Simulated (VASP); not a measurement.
Here is a VASP 6.6.1 calculation.

The input POSCAR:

```
ZrH3
1.0
    3.1298062392      0.0000000000      0.0000000000
    0.0000000000      3.1298062392      0.0000000000
    0.0000000000      0.0000000000      3.1298062392
Zr H
1 3
Direct
    0.0000000000      0.0000000000      0.0000000000
    0.0000000000      0.5000000000      0.5000000000
    0.5000000000      0.0000000000      0.5000000000
    0.5000000000      0.5000000000      0.0000000000
```

The input INCAR.step1:

```
PREC = Accurate
ENCUT = 520
ISMEAR = 1
SIGMA = 0.1
LREAL = F
LASPH = T
NELM = 60
NBANDS = 16
GGA = PE
ALGO = Normal
EDIFF = 1E-4
LWAVE = T
LCHARG = F
```

INCAR.step2

```
PREC = Accurate
ENCUT = 520
EDIFF = 1E-6
ISMEAR = 1
SIGMA = 0.1
LREAL = F
LASPH = T
NELM = 60
ALGO = Normal
ISIF = 2
LWAVE = F
LCHARG = T
METAGGA = R2SCAN
LMIXTAU = T
LELF = T
LVHAR = T
NBANDS = 16
ISTART = 1
```

KPOINTS

```
Automatic mesh
0
Gamma
  7 7 7
```

Potentials or basis: VASP PAW PBE potentials, release 64 (Zr_sv, H).

Run with:

```sh
$ cat potpaw_PBE.64/Zr_sv/POTCAR potpaw_PBE.64/H/POTCAR > POTCAR
$ cp INCAR.step1 INCAR
$ mpirun -np 1 vasp_std > vasp.out
$ cp INCAR.step2 INCAR
$ mpirun -np 1 vasp_std > vasp.out
```

Task: Estimate the pressure.

Result: -2.1 GPa.

Caveat: the PAW data sets were made with another functional, which shifts forces and pressure a little.
